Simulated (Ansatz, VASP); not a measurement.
# One calculation of GdN, two programs

INCAR

```
SYSTEM = GdN
PREC = Accurate ; ENCUT = 600
EDIFF = 1E-6 ; ISMEAR = 0
SIGMA = 0.1 ; LREAL = .False.
LASPH = .True. ; NELM = 200
ALGO = Normal ; ISIF = 2
LWAVE = .False. ; LCHARG = .True.
ISPIN = 2 ; MAGMOM = 7 0
LORBIT = 11 ; LMAXMIX = 6
GGA = PE ; IVDW = 12
LELF = .True. ; LVHAR = .True.
NBANDS = 22 ; GGA_COMPAT = .False.
```

The input KPOINTS:

```
Automatic mesh
0
Gamma
  6 6 6
  0 0 0
```

POSCAR

```
GdN
1.0
    0.0000000000      2.4995000000      2.4995000000
    2.4995000000      0.0000000000      2.4995000000
    2.4995000000      2.4995000000      0.0000000000
Gd N
1 1
Direct
    0.0000000000      0.0000000000      0.0000000000
    0.5000000000      0.5000000000      0.5000000000
```

Input for Ansatz:

```yaml
crystal:
  lattice:
    - [0.0, 2.4995, 2.4995]
    - [2.4995, 0.0, 2.4995]
    - [2.4995, 2.4995, 0.0]
  atoms:
    - { symbol: Gd, position: [0.0, 0.0, 0.0], spin: 7.0 }
    - { symbol: "N", position: [0.5, 0.5, 0.5] }
basis:
  ecutwfc: 420
kpoints:
  mp_grid: { grid: [6, 6, 6] }
hamiltonian:
  xc: pbe
  dispersion: d3bj
  pseudopotentials: { kind: paw }
scf:
  occupations: { method: gaussian, width: 0.1 }
  lower_state_search: "off"
output:
  forces: true
  stress: true
  eigenvalues: true
  populations: true
magnetization:
  spin_polarized: true
```

Alike in both runs: task single point; functional PBE; dispersion D3(BJ); k mesh 6 × 6 × 6; occupations gaussian, width 0.1 eV; collinear spin.

```csv
,VASP,Ansatz
version,VASP 6.6.1,Ansatz 0.2.0
potentials or method,"VASP PAW PBE potentials, release 64 (Gd, N), cutoff 600 eV","scalar-relativistic, plane waves, PAW"
valence electrons in the cell,23,23
```

```csv
,VASP,Ansatz,Ansatz less VASP
gap on the k mesh at the Fermi level (eV),none,none,-
pressure (GPa),-5.2,-5.2,-0.01
net moment per atom (μB),3.50,3.50,0.000
size of the moment on the site where the two differ most (μB),6.80,6.87,+0.063
```

Site moments also hang on the region over which each program counts them. A gap of «none» marks a metal or a gap that the smearing closes.

The k mesh is coarse, so the values compare programs but aren't converged. Spin-orbit coupling is off throughout.
